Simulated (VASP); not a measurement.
# Al2O3 (R-3c) in VASP: settings compared

Al2O3 is run at these levels: PBE, r2SCAN; tasks: single point.

Everything below comes from runs of VASP 6.6.1. Logs are shortened: lines on timing, memory, paths and dates and some standing lists are left out, and cuts for length are marked.

### Step 1. The cell of the first run

Symmetry: R-3c, No. 167, trigonal system. The conventional cell has a = 4.901 Å, b = 4.901 Å, c = 12.817 Å, α = 90.00°, β = 90.00°, γ = 120.00°. Within 2.5 Å of Al (site symmetry 3) lie 6 O at 1.89 to 2.00 Å. O (site symmetry 2) has 4 Al at 1.89 to 2.00 Å within 2.5 Å.

### Step 2. Single point, PBE (epitaxial xy strain +3.0%)

The input, INCAR:

```
SYSTEM = Al2O3
  ALGO = Normal
  EDIFF = 1E-6
  ENCUT = 520
  GGA = PE
  ISIF = 2
  ISMEAR = -1
  LASPH = .True.
  LCHARG = .False.
  LREAL = .False.
  LWAVE = .False.
  NBANDS = 35
  NELM = 60
  PREC = Accurate
  SIGMA = 0.02
```

The input, KPOINTS:

```
k-points
0
Gamma
  6 6 6
  0 0 0
```

The input, POSCAR:

```
Al2O3
1.0
    2.4507422554      1.4149367009      4.2724352151
   -2.4507422554      1.4149367009      4.2724352151
    0.0000000000     -2.8298734017      4.2724352151
Al O
4 6
Direct
    0.8533579846      0.8533579846      0.8533579846
    0.3533579846      0.3533579846      0.3533579846
    0.1466420154      0.1466420154      0.1466420154
    0.6466420154      0.6466420154      0.6466420154
    0.4453317022      0.0546682978      0.7500000000
    0.0546682978      0.7500000000      0.4453317022
    0.5546682978      0.9453317022      0.2500000000
    0.2500000000      0.5546682978      0.9453317022
    0.9453317022      0.2500000000      0.5546682978
    0.7500000000      0.4453317022      0.0546682978
```

Potentials or basis: VASP PAW PBE potentials, release 64 (Al, O).

Started as:

```sh
$ cat potpaw_PBE.64/Al/POTCAR potpaw_PBE.64/O/POTCAR > POTCAR
$ mpirun -np 1 vasp_std > vasp.out
```

OUTCAR:

```text
SYSTEM = Al2O3
   EDIFF = 1E-6
   ENCUT = 520
   GGA = PE
   ISIF = 2
   ISMEAR = -1
   LASPH = .True.
   LREAL = .False.
   NELM = 60
   PREC = Accurate

 ion  position               nearest neighbor table
   1  0.853  0.853  0.853-   7 1.89   8 1.89   9 1.89   6 2.00   5 2.00  10 2.00   4 2.65   3 2.88
                             3 2.88   3 2.88   4 3.26   4 3.26   4 3.26
   2  0.353  0.353  0.353-   5 1.89   6 1.89  10 1.89   8 2.00   7 2.00   9 2.00   3 2.65   4 2.88
                             4 2.88   4 2.88   3 3.26   3 3.26   3 3.26
   3  0.147  0.147  0.147-   5 1.89  10 1.89   6 1.89   9 2.00   7 2.00   8 2.00   2 2.65   1 2.88
                             1 2.88   1 2.88   2 3.26   2 3.26   2 3.26
   4  0.647  0.647  0.647-   7 1.89   9 1.89   8 1.89  10 2.00   5 2.00   6 2.00   1 2.65   2 2.88
                             2 2.88   2 2.88   1 3.26   1 3.26   1 3.26
   5  0.445  0.055  0.750-   2 1.89   3 1.89   1 2.00   4 2.00
   6  0.055  0.750  0.445-   2 1.89   3 1.89   1 2.00   4 2.00
   7  0.555  0.945  0.250-   1 1.89   4 1.89   3 2.00   2 2.00
   8  0.250  0.555  0.945-   1 1.89   4 1.89   2 2.00   3 2.00
   9  0.945  0.250  0.555-   4 1.89   1 1.89   3 2.00   2 2.00
  10  0.750  0.445  0.055-   3 1.89   2 1.89   4 2.00   1 2.00

  LATTYP: Found a trigonal (rhomboedric) cell.
 ALAT       =     5.1246352199
 COS(alpha) =     0.5425966306

  Lattice vectors:

 A1 = (   2.4507422554,   1.4149367009,   4.2724352151)
 A2 = (  -2.4507422554,   1.4149367009,   4.2724352151)
 A3 = (   0.0000000000,  -2.8298734017,   4.2724352151)

Analysis of symmetry for initial positions (statically):
=====================================================================
 Subroutine PRICEL returns:
 Original cell was already a primitive cell.

 Routine SETGRP: Setting up the symmetry group for a
 trigonal (rhombohedral) supercell.

 Subroutine GETGRP returns: Found 12 space group operations
 (whereof  6 operations were pure point group operations)
 out of a pool of 12 trial point group operations.

The static configuration has the point symmetry S_6 .
 The point group associated with its full space group is D_3d.

Analysis of symmetry for dynamics (positions and initial velocities):
=====================================================================
 Subroutine PRICEL returns:
 Original cell was already a primitive cell.

 Routine SETGRP: Setting up the symmetry group for a
 trigonal (rhombohedral) supercell.

 Subroutine GETGRP returns: Found 12 space group operations
 (whereof  6 operations were pure point group operations)
 out of a pool of 12 trial point group operations.

The dynamic configuration has the point symmetry S_6 .
 The point group associated with its full space group is D_3d.

 Subroutine INISYM returns: Found 12 space group operations
 (whereof  6 operations are pure point group operations),
 and found     1 'primitive' translations

----------------------------------------------------------------------------------------

                                     Primitive cell

  volume of cell :      88.8917

  direct lattice vectors                    reciprocal lattice vectors
     2.450742255  1.414936701  4.272435215     0.204019823  0.117790899  0.078019517
    -2.450742255  1.414936701  4.272435215    -0.204019823  0.117790899  0.078019517
     0.000000000 -2.829873402  4.272435215     0.000000000 -0.235581799  0.078019517

  length of vectors
     5.124635220  5.124635220  5.124635220     0.248164923  0.248164923  0.248164923

  position of ions in fractional coordinates (direct lattice)
     0.853357985  0.853357985  0.853357985
     0.353357985  0.353357985  0.353357985
     0.146642015  0.146642015  0.146642015
     0.646642015  0.646642015  0.646642015
     0.445331702  0.054668298  0.750000000
     0.054668298  0.750000000  0.445331702
     0.554668298  0.945331702  0.250000000
     0.250000000  0.554668298  0.945331702
     0.945331702  0.250000000  0.554668298
     0.750000000  0.445331702  0.054668298

  ion indices of the primitive-cell ions
   primitive index   ion index
                 1           1
                 2           2
                 3           3
                 4           4
                 5           5
                 6           6
                 7           7
                 8           8
                 9           9
                10          10

----------------------------------------------------------------------------------------

 KPOINTS: k-points

Automatic generation of k-mesh.
 Grid dimensions read from file:
 generate k-points for:    6    6    6

 Generating k-lattice:

  Cartesian coordinates                     Fractional coordinates (reciprocal lattice)
     0.034003304  0.019631817  0.013003253     0.166666667 -0.000000000  0.000000000
    -0.034003304  0.019631817  0.013003253    -0.000000000  0.166666667  0.000000000
     0.000000000 -0.039263633  0.013003253     0.000000000  0.000000000  0.166666667

  Length of vectors
     0.041360821  0.041360821  0.041360821

  Shift w.r.t. Gamma in fractional coordinates (k-lattice)
     0.000000000  0.000000000  0.000000000

 Subroutine IBZKPT returns following result:
 ===========================================

 Found     32 irreducible k-points:

 Following reciprocal coordinates:
            Coordinates               Weight
  0.000000  0.000000  0.000000      1.000000
  0.166667  0.000000  0.000000      6.000000
  0.333333  0.000000  0.000000      6.000000
  0.500000  0.000000  0.000000      3.000000
  0.166667  0.166667  0.000000      6.000000
  0.333333  0.166667  0.000000     12.000000
[... 16 lines left out ...]
  0.500000  0.500000  0.166667      6.000000
 -0.333333  0.500000  0.166667     12.000000
 [... further k-points ...]
   k-points           NKPTS =     32   k-points in BZ     NKDIM =     32   number of bands    NBANDS=     35
   number of dos      NEDOS =    301   number of ions     NIONS =     10
   total plane-waves  NPLWV =  64000
   dimension x,y,z NGX =    40 NGY =   40 NGZ =   40
   dimension x,y,z NGXF=    80 NGYF=   80 NGZF=   80
   ions per type =               4   6
   NGX,Y,Z   is equivalent  to a cutoff of  12.98, 12.98, 12.98 a.u.
   NGXF,Y,Z  is equivalent  to a cutoff of  25.95, 25.95, 25.95 a.u.
 SYSTEM =  Al2O3
   PREC   = accura    normal or accurate (medium, high low for compatibility)
   ISTART =      0    job   : 0-new  1-cont  2-samecut
   ICHARG =      2    charge: 1-file 2-atom 10-const
   ISPIN  =      1    spin polarized calculation?
   LNONCOLLINEAR =      F non collinear calculations
   LSORBIT =      F    spin-orbit coupling
   LASPH  =      T    aspherical Exc in radial PAW
   ENCUT  =  520.0 eV  38.22 Ry    6.18 a.u.   9.53  9.53  9.53*2*pi/ulx,y,z
   NELM   =     60;   NELMIN=  2; NELMDL= -5     # of ELM steps
   EDIFF  = 0.1E-05   stopping-criterion for ELM
   LREAL  =      F    real-space projection
   EDIFFG = 0.1E-04   stopping-criterion for IOM
   NSW    =      0    number of steps for IOM
   IBRION =     -1    ionic relax: 0-MD 1-quasi-New 2-CG
   NFREE  =      0    steps in history (QN), initial steepest desc. (CG)
   ISIF   =      2    stress and relaxation
   ISYM   =      2    0-nonsym 1-usesym 2-fastsym
   POTIM  = 0.5000    time-step for ionic-motion
   TEBEG  =    0.0;   TEEND  =   0.0 temperature during run
   PSTRESS=    0.0 pullay stress
   NELECT =      48.0000    total number of electrons
   NUPDOWN=      -1.0000    fix difference up-down
   EMIN   =  10.00;   EMAX   =-10.00  energy-range for DOS
   EFERMI =   0.00;   METHOD = LEGACY
   ISMEAR =    -1;   SIGMA  =   0.02  broadening in eV -4-tet -1-fermi 0-gaus
   EFERMI_NEDOS =   21; number of points for ismear=-14 and -15
   IALGO  =     38    algorithm
   IMIX   =      4    mixing-type and parameters
     AMIX     =   0.40;   BMIX     =  1.00
     AMIX_MAG =   1.60;   BMIX_MAG =  1.00
  volume/ion in A,a.u.               =       8.89        59.99
  Fermi-wavevector in a.u.,A,eV,Ry     =   1.333117  2.519225 24.180270  1.777200
  Thomas-Fermi vector in A             =   2.461999
   LORBIT       =      0    0 simple, 1 ext, 2 COOP (PROOUT), +10 PAW based schemes
   GGA     = PE    functional components
   LHFCALC =     F    Hartree Fock is set to
   AEXX    =    0.0000 exact exchange contribution
   IVDW    =     0    specifies the selected vdW correction
   LEPSILON=     F    determine dielectric tensor
   LRPA    =     F    only Hartree local field effects (RPA)
 non-spin polarized calculation
  energy-cutoff  :      520.00
  volume of cell :       88.89
 maximum number of plane-waves:      2413
 NGX is ok and might be reduce to    40
   NGX = 19   NGY = 19   NGZ = 19

 number of electron      47.9999996 magnetization

 Free energy of the ion-electron system (eV)
  ---------------------------------------------------
  ext. energy  EPLUGINS =         0.00000000
  ---------------------------------------------------
  free energy    TOTEN  =       -74.68092919 eV

  energy without entropy =      -74.68092919  energy(sigma->0) =      -74.68092919

 E-fermi :   6.3090     XC(G=0): -11.4742

 val. band max:        5.8903251875   @ k =   0.0000   0.0000   0.0000
 cond. band min:      11.2118477204   @ k =   0.0000   0.0000   0.0000
 fundamental gap:      5.3215225329
 Fermi energy:         6.3090125847

 k-point     1 :       0.0000    0.0000    0.0000
  band No.  band energies     occupation
      1     -13.2363      2.00000
      2     -10.9034      2.00000
      3     -10.8571      2.00000
      4     -10.8571      2.00000
      5     -10.5212      2.00000
      6     -10.5212      2.00000
[... 27 lines left out ...]
     34      18.3843      0.00000
     35      19.8682      0.00000

 k-point     2 :       0.1667    0.0000    0.0000
  band No.  band energies     occupation
      1     -13.1046      2.00000
      2     -11.1059      2.00000
      3     -10.8750      2.00000
      4     -10.8049      2.00000
      5     -10.5831      2.00000
      6     -10.5212      2.00000
[... 27 lines left out ...]
     34      18.2058      0.00000
     35      19.6979      0.00000

 k-point     3 :       0.3333    0.0000    0.0000
  band No.  band energies     occupation
      1     -12.7302      2.00000
      2     -11.5818      2.00000
      3     -10.8855      2.00000
      4     -10.7260      2.00000
      5     -10.7153      2.00000
      6     -10.5505      2.00000
[... 27 lines left out ...]
     34      18.6600      0.00000
     35      19.1056      0.00000

 k-point     4 :       0.5000    0.0000    0.0000
  band No.  band energies     occupation
      1     -12.1810      2.00000
      2     -12.1810      2.00000
      3     -10.8345      2.00000
      4     -10.8345      2.00000
      5     -10.6273      2.00000
      6     -10.6273      2.00000
[... 27 lines left out ...]
     34      18.0295      0.00000
     35      18.8763      0.00000

 k-point     5 :       0.1667    0.1667    0.0000
  band No.  band energies     occupation
      1     -13.0652      2.00000
      2     -11.0485      2.00000
      3     -10.9630      2.00000
      4     -10.8152      2.00000
      5     -10.6424      2.00000
      6     -10.4995      2.00000
[... 638 lines left out ...]
 k-point    22 :      -0.1667    0.3333    0.1667
  band No.  band energies     occupation
      1     -12.4351      2.00000
      2     -11.5552      2.00000
      3     -11.1830      2.00000
      4     -11.0052      2.00000
      5     -10.6352      2.00000
      6     -10.5314      2.00000
[... 27 lines left out ...]
     34      18.7072      0.00000
     35      18.8341      0.00000

 k-point    23 :       0.5000    0.5000    0.1667
  band No.  band energies     occupation
      1     -12.2568      2.00000
      2     -11.5584      2.00000
      3     -11.3143      2.00000
      4     -11.1277      2.00000
      5     -10.7162      2.00000
      6     -10.4561      2.00000
[... 27 lines left out ...]
     34      18.6297      0.00000
     35      19.0436      0.00000

 k-point    24 :      -0.3333    0.5000    0.1667
  band No.  band energies     occupation
      1     -12.0160      2.00000
      2     -11.6569      2.00000
      3     -11.4347      2.00000
      4     -11.2396      2.00000
      5     -10.6492      2.00000
      6     -10.4664      2.00000
[... 27 lines left out ...]
     34      18.6659      0.00000
     35      18.7710      0.00000

 [... further k-points ...]
[... 5 lines left out ...]
  --------------------------------------------------------------------------------------
  -------------------------------------------------------------------------------------
  Total       -4.8228702     -4.8228702      3.4329209      0.0000000      0.0000000      0.0000000
  in kB      -86.9270148    -86.9270148     61.8746838      0.0000000      0.0000000      0.0000000
  external PRESSURE =     -37.3264486 kB  Pullay stress =       0.0000000 kB

 VOLUME and BASIS-vectors are now :
 -----------------------------------------------------------------------------
  energy-cutoff  :      520.00
  volume of cell :       88.89
      direct lattice vectors                 reciprocal lattice vectors
     2.450742255  1.414936701  4.272435215     0.204019823  0.117790899  0.078019517
    -2.450742255  1.414936701  4.272435215    -0.204019823  0.117790899  0.078019517
     0.000000000 -2.829873402  4.272435215     0.000000000 -0.235581799  0.078019517

 POSITION                                       TOTAL-FORCE (eV/Angst)
 -----------------------------------------------------------------------------------
      0.00000      0.00000     10.93775         0.000000      0.000000      0.051765
      0.00000      0.00000      4.52910         0.000000      0.000000      0.051765
      0.00000      0.00000      1.87956         0.000000     -0.000000     -0.051765
      0.00000      0.00000      8.28821         0.000000     -0.000000     -0.051765
      0.95742     -1.41494      5.34054        -0.025548     -0.000000     -0.000000
     -1.70408     -0.12168      5.34054         0.012774      0.022125      0.000000
     -0.95742      1.41494      7.47676         0.025548      0.000000     -0.000000
     -0.74666     -1.53661      7.47676        -0.012774      0.022125      0.000000
      1.70408      0.12168      7.47676        -0.012774     -0.022125      0.000000
      0.74666      1.53661      5.34054         0.012774     -0.022125      0.000000
 -----------------------------------------------------------------------------------
    total drift:                               -0.000000     -0.000000      0.000000

  FREE ENERGIE OF THE ION-ELECTRON SYSTEM (eV)
  ---------------------------------------------------
  free  energy   TOTEN  =       -74.6809291854 eV

  energy  without entropy=      -74.6809291854  energy(sigma->0) =      -74.68092919
```

It took 2.3 min on 1 thread of Intel Xeon 6975P-C, shared host; peak memory 0.26 GiB.

What came out:

```yaml
Free_energy: -74.6809 eV
Pressure: -3.7 GPa
Largest_force: 0.052 eV/Å
Band_gap_on_the_k_mesh: 5.32 eV, direct
```

Forces on the atoms (eV/Å):
```
Al   0.000  0.000  0.052
Al   0.000  0.000  0.052
Al   0.000  0.000 -0.052
Al   0.000  0.000 -0.052
O   -0.026  0.000  0.000
O    0.013  0.022  0.000
O    0.026  0.000  0.000
O   -0.013  0.022  0.000
O   -0.013 -0.022  0.000
O    0.013 -0.022  0.000
```

Caveat: the cell differs from its parent crystal (epitaxial xy strain +3.0%).

(Part 1 of 2 ends here.)
